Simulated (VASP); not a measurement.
# Cu3O (Pm-3m) in VASP: further runs

Runs on Cu3O. Level: PBE. Tasks: single point, relaxation of cell and atoms.

Everything below comes from runs of VASP 6.6.1. Logs are shortened: lines on timing, memory, paths and dates and some standing lists are left out, and cuts for length are marked.

### 1 The cell of the first run

Symmetry: Pm-3m, No. 221, cubic system. Conventional cell: a = 3.568 Å, b = 3.568 Å, c = 3.568 Å, α = 90.00°, β = 90.00°, γ = 90.00°. Within 3.3 Å of Cu (site symmetry 4/mmm) lie 8 Cu at 2.52 Å and 4 O at 2.52 Å. O (site symmetry m-3m) has 12 Cu at 2.52 Å within 3.3 Å.

### 2 Single point, PBE, collinear spin, ferromagnetic start

INCAR

```
PREC = Accurate
ENCUT = 520
EDIFF = 1E-7
ISMEAR = 0
SIGMA = 0.1
LREAL = False
LASPH = True
NELM = 150
ALGO = Normal
ISIF = 2
LWAVE = False
LCHARG = False
ISPIN = 2
MAGMOM = 1 1 1 0
LORBIT = 11
LMAXMIX = 4
GGA = PE
NBANDS = 32
```

KPOINTS

```
regular mesh
0
Gamma
  6 6 6
```

POSCAR

```
Cu3O
1.0
    3.5679828200      0.0000000000      0.0000000000
    0.0000000000      3.5679828200      0.0000000000
    0.0000000000      0.0000000000      3.5679828200
Cu O
3 1
Direct
    0.0000000000      0.5000000000      0.5000000000
    0.5000000000      0.0000000000      0.5000000000
    0.5000000000      0.5000000000      0.0000000000
    0.0000000000      0.0000000000      0.0000000000
```

Potentials or basis: VASP PAW PBE potentials, release 64 (Cu, O).

Run with:

```bash
> cat potpaw_PBE.64/Cu/POTCAR potpaw_PBE.64/O/POTCAR > POTCAR
> mpirun -np 1 vasp_std > vasp.out
```

OUTCAR:

```text
PREC = Accurate
   ENCUT = 520
   EDIFF = 1E-7
   ISMEAR = 0
   LREAL = False
   LASPH = True
   NELM = 150
   ISIF = 2
   ISPIN = 2
   LORBIT = 11
   GGA = PE

 ion  position               nearest neighbor table
   1  0.000  0.500  0.500-   2 2.52   3 2.52   3 2.52   2 2.52   2 2.52   3 2.52   3 2.52   2 2.52

   2  0.500  0.000  0.500-   1 2.52   3 2.52   3 2.52   1 2.52   3 2.52   3 2.52   1 2.52   1 2.52

   3  0.500  0.500  0.000-   1 2.52   2 2.52   1 2.52   2 2.52   2 2.52   2 2.52   1 2.52   1 2.52

   4  0.000  0.000  0.000-

  LATTYP: Found a simple cubic cell.
 ALAT       =     3.5679828200

  Lattice vectors:

 A1 = (   3.5679828200,   0.0000000000,   0.0000000000)
 A2 = (   0.0000000000,   3.5679828200,   0.0000000000)
 A3 = (   0.0000000000,   0.0000000000,   3.5679828200)

Analysis of symmetry for initial positions (statically):
=====================================================================
 Subroutine PRICEL returns:
 Original cell was already a primitive cell.

 Routine SETGRP: Setting up the symmetry group for a
 simple cubic supercell.

 Subroutine GETGRP returns: Found 48 space group operations
 (whereof 48 operations were pure point group operations)
 out of a pool of 48 trial point group operations.

The static configuration has the point symmetry O_h .

Analysis of symmetry for dynamics (positions and initial velocities):
=====================================================================
 Subroutine PRICEL returns:
 Original cell was already a primitive cell.

 Routine SETGRP: Setting up the symmetry group for a
 simple cubic supercell.

 Subroutine GETGRP returns: Found 48 space group operations
 (whereof 48 operations were pure point group operations)
 out of a pool of 48 trial point group operations.

The dynamic configuration has the point symmetry O_h .

Analysis of structural, dynamic, and magnetic symmetry:
=====================================================================
 Subroutine PRICEL returns:
 Original cell was already a primitive cell.

 Routine SETGRP: Setting up the symmetry group for a
 simple cubic supercell.

 Subroutine GETGRP returns: Found 48 space group operations
 (whereof 48 operations were pure point group operations)
 out of a pool of 48 trial point group operations.

The overall configuration has the point symmetry O_h .

 Subroutine INISYM returns: Found 48 space group operations
 (whereof 48 operations are pure point group operations),
 and found     1 'primitive' translations

----------------------------------------------------------------------------------------

                                     Primitive cell

  volume of cell :      45.4222

  direct lattice vectors                    reciprocal lattice vectors
     3.567982820  0.000000000  0.000000000     0.280270408  0.000000000  0.000000000
     0.000000000  3.567982820  0.000000000     0.000000000  0.280270408  0.000000000
     0.000000000  0.000000000  3.567982820     0.000000000  0.000000000  0.280270408

  length of vectors
     3.567982820  3.567982820  3.567982820     0.280270408  0.280270408  0.280270408

  position of ions in fractional coordinates (direct lattice)
     0.000000000  0.500000000  0.500000000
     0.500000000  0.000000000  0.500000000
     0.500000000  0.500000000  0.000000000
     0.000000000  0.000000000  0.000000000

  ion indices of the primitive-cell ions
   primitive index   ion index
                 1           1
                 2           2
                 3           3
                 4           4

----------------------------------------------------------------------------------------

 KPOINTS: regular mesh

Automatic generation of k-mesh.
 Grid dimensions read from file:
 generate k-points for:    6    6    6

 Generating k-lattice:

  Cartesian coordinates                     Fractional coordinates (reciprocal lattice)
     0.046711735  0.000000000  0.000000000     0.166666667  0.000000000  0.000000000
     0.000000000  0.046711735  0.000000000     0.000000000  0.166666667  0.000000000
     0.000000000  0.000000000  0.046711735     0.000000000  0.000000000  0.166666667

  Length of vectors
     0.046711735  0.046711735  0.046711735

  Shift w.r.t. Gamma in fractional coordinates (k-lattice)
     0.000000000  0.000000000  0.000000000

 Subroutine IBZKPT returns following result:
 ===========================================

 Found     20 irreducible k-points:

 Following reciprocal coordinates:
            Coordinates               Weight
  0.000000  0.000000  0.000000      1.000000
  0.166667  0.000000  0.000000      6.000000
  0.333333  0.000000  0.000000      6.000000
  0.500000  0.000000  0.000000      3.000000
  0.166667  0.166667  0.000000     12.000000
  0.333333  0.166667  0.000000     24.000000
[... 12 lines left out ...]
  0.500000  0.500000  0.333333      6.000000
  0.500000  0.500000  0.500000      1.000000
   k-points           NKPTS =     20   k-points in BZ     NKDIM =     20   number of bands    NBANDS=     32
   number of dos      NEDOS =    301   number of ions     NIONS =      4
   total plane-waves  NPLWV =  21952
   dimension x,y,z NGX =    28 NGY =   28 NGZ =   28
   dimension x,y,z NGXF=    56 NGYF=   56 NGZF=   56
   ions per type =               3   1
   NGX,Y,Z   is equivalent  to a cutoff of  13.05, 13.05, 13.05 a.u.
   NGXF,Y,Z  is equivalent  to a cutoff of  26.09, 26.09, 26.09 a.u.
 SYSTEM =  unknown system
   PREC   = accura    normal or accurate (medium, high low for compatibility)
   ISTART =      0    job   : 0-new  1-cont  2-samecut
   ICHARG =      2    charge: 1-file 2-atom 10-const
   ISPIN  =      2    spin polarized calculation?
   LNONCOLLINEAR =      F non collinear calculations
   LSORBIT =      F    spin-orbit coupling
   LASPH  =      T    aspherical Exc in radial PAW
   ENCUT  =  520.0 eV  38.22 Ry    6.18 a.u.   6.63  6.63  6.63*2*pi/ulx,y,z
   NELM   =    150;   NELMIN=  2; NELMDL= -5     # of ELM steps
   EDIFF  = 0.1E-06   stopping-criterion for ELM
   LREAL  =      F    real-space projection
   EDIFFG = 0.1E-05   stopping-criterion for IOM
   NSW    =      0    number of steps for IOM
   IBRION =     -1    ionic relax: 0-MD 1-quasi-New 2-CG
   NFREE  =      0    steps in history (QN), initial steepest desc. (CG)
   ISIF   =      2    stress and relaxation
   ISYM   =      2    0-nonsym 1-usesym 2-fastsym
   POTIM  = 0.5000    time-step for ionic-motion
   TEBEG  =    0.0;   TEEND  =   0.0 temperature during run
   PSTRESS=    0.0 pullay stress
   NELECT =      39.0000    total number of electrons
   NUPDOWN=      -1.0000    fix difference up-down
   EMIN   =  10.00;   EMAX   =-10.00  energy-range for DOS
   EFERMI =   0.00;   METHOD = LEGACY
   ISMEAR =     0;   SIGMA  =   0.10  broadening in eV -4-tet -1-fermi 0-gaus
   EFERMI_NEDOS =   21; number of points for ismear=-14 and -15
   IALGO  =     38    algorithm
   IMIX   =      4    mixing-type and parameters
     AMIX     =   0.40;   BMIX     =  1.00
     AMIX_MAG =   1.60;   BMIX_MAG =  1.00
  volume/ion in A,a.u.               =      11.36        76.63
  Fermi-wavevector in a.u.,A,eV,Ry     =   1.555991  2.940396 32.941154  2.421106
  Thomas-Fermi vector in A             =   2.659851
   LORBIT       =     11    0 simple, 1 ext, 2 COOP (PROOUT), +10 PAW based schemes
   GGA     = PE    functional components
   LHFCALC =     F    Hartree Fock is set to
   AEXX    =    0.0000 exact exchange contribution
   IVDW    =     0    specifies the selected vdW correction
   LEPSILON=     F    determine dielectric tensor
   LRPA    =     F    only Hartree local field effects (RPA)
 spin polarized calculation
 Gauss-broadening in eV      SIGMA  =   0.10
  energy-cutoff  :      520.00
  volume of cell :       45.42
 maximum number of plane-waves:      1237
 NGX is ok and might be reduce to    28
   NGX = 13   NGY = 13   NGZ = 13

 number of electron      38.9999929 magnetization       0.0002796

 number of electron      38.9999929 magnetization      -0.0000510

 Free energy of the ion-electron system (eV)
  ---------------------------------------------------
  ext. energy  EPLUGINS =         0.00000000
  ---------------------------------------------------
  free energy    TOTEN  =       -15.21330143 eV

  energy without entropy =      -15.20021690  energy(sigma->0) =      -15.20675916

 E-fermi :   5.8379     XC(G=0): -12.2478

 val. band max:        5.7863677871   @ k =   0.5000   0.3333   0.1667
 cond. band min:       5.8408596877   @ k =   0.5000   0.3333   0.0000
 fundamental gap:      0.0544919006
 Fermi energy:         5.8378866083

 spin component 1

 k-point     1 :       0.0000    0.0000    0.0000
  band No.  band energies     occupation
      1     -11.8691      1.00000
      2      -0.3882      1.00000
      3       2.6552      1.00000
      4       2.6552      1.00000
      5       2.6552      1.00000
      6       2.7497      1.00000
[... 669 lines left out ...]
     30      29.3287      0.00000
     31      29.4883      0.00000
 Fermi energy:         5.8378866083

 spin component 2

 k-point     1 :       0.0000    0.0000    0.0000
  band No.  band energies     occupation
      1     -11.8692      1.00000
      2      -0.3882      1.00000
      3       2.6552      1.00000
      4       2.6552      1.00000
      5       2.6552      1.00000
      6       2.7496      1.00000
[... 669 lines left out ...]
     30      29.3291      0.00000
     31      29.4883      0.00000
 [bands above 31 left out]

------------------------ aborting loop because EDIFF is reached ----------------------------------------

  FORCE on cell =-STRESS in cart. coord.  units (eV):
  Direction    XX          YY          ZZ          XY          YZ          ZX
  --------------------------------------------------------------------------------------
  -------------------------------------------------------------------------------------
  Total       -0.6637130     -0.6637130     -0.6637130      0.0000000      0.0000000     -0.0000000
  in kB      -23.4111440    -23.4111440    -23.4111440      0.0000000      0.0000000     -0.0000000
  external PRESSURE =     -23.4111440 kB  Pullay stress =       0.0000000 kB

 VOLUME and BASIS-vectors are now :
 -----------------------------------------------------------------------------
  energy-cutoff  :      520.00
  volume of cell :       45.42
      direct lattice vectors                 reciprocal lattice vectors
     3.567982820  0.000000000  0.000000000     0.280270408  0.000000000  0.000000000
     0.000000000  3.567982820  0.000000000     0.000000000  0.280270408  0.000000000
     0.000000000  0.000000000  3.567982820     0.000000000  0.000000000  0.280270408

 POSITION                                       TOTAL-FORCE (eV/Angst)
 -----------------------------------------------------------------------------------
      0.00000      1.78399      1.78399         0.000000      0.000000      0.000000
      1.78399      0.00000      1.78399         0.000000      0.000000      0.000000
      1.78399      1.78399      0.00000         0.000000      0.000000      0.000000
      0.00000      0.00000      0.00000         0.000000      0.000000      0.000000
 -----------------------------------------------------------------------------------
    total drift:                                0.000000      0.000000      0.000000

  FREE ENERGIE OF THE ION-ELECTRON SYSTEM (eV)
  ---------------------------------------------------
  free  energy   TOTEN  =       -15.2133014265 eV

  energy  without entropy=      -15.2002168992  energy(sigma->0) =      -15.20675916

 total charge

# of ion       s       p       d       tot
------------------------------------------
    1        0.384   0.286   9.240   9.910
    2        0.384   0.286   9.240   9.910
    3        0.384   0.286   9.240   9.910
    4        1.619   3.142   0.000   4.761
--------------------------------------------------
tot          2.771   4.000  27.721  34.492

 magnetization (x)

# of ion       s       p       d       tot
------------------------------------------
    1       -0.000  -0.000  -0.000  -0.000
    2       -0.000  -0.000  -0.000  -0.000
    3       -0.000  -0.000  -0.000  -0.000
    4       -0.000  -0.000   0.000  -0.000
--------------------------------------------------
tot         -0.000  -0.000  -0.000  -0.000
```

It took 42 s on 1 thread of AMD EPYC 9R14 (Zen 4), shared host; peak memory 0.16 GiB.

Results:

| Quantity | Value |
| --- | --- |
| Free energy | -15.2133 eV |
| Pressure | -2.3 GPa |
| Net moment | 0.00 μB per cell |
| Valence electrons inside the program's atomic spheres | Cu 9.91; O 4.76 |

(Part 1 of 3 ends here.)
